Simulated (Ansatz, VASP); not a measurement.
# B2P3 in VASP and in Ansatz

```
B P
1.0
    -1.59388    3.02671    2.92899
     1.59388   -3.02671    2.92899
     1.59388    3.02671   -2.92899
B P
2 3
Direct
  0.26164 0.76164 0.50000
  0.73836 0.23836 0.50000
  0.79364 0.00000 0.79364
  0.50000 0.50000 0.00000
  0.20636 0.00000 0.20636
```

Change from the starting cell: species swapped into the Ba2Bi3 type (Immm, No. 71).

Alike in both runs: functional PBE; k mesh 5 × 5 × 5; occupations gaussian, width 0.2 eV; no spin polarisation.

Ansatz relaxed the structure, and its values are those at the end. VASP's run is a single point on that final structure, the one shown.

|  | VASP | Ansatz |
| --- | --- | --- |
| version | VASP 6.6.1 | Ansatz 0.2.0 |
| potentials or method | VASP PAW PBE potentials, release 64 (B, P), cutoff 500 eV | scalar-relativistic, plane waves, PAW |
| valence electrons in the cell | 21 | 21 |

```csv
,VASP,Ansatz,Ansatz less VASP
gap on the k mesh at the Fermi level (eV),none,none,-
pressure (GPa),-0.2,0.1,+0.27
rms of the force components (eV/Å),0.019,0.015,-0.0042
```

A gap of «none» marks a metal or a gap that the smearing closes.

The k mesh is coarse, so the values compare programs but aren't converged.
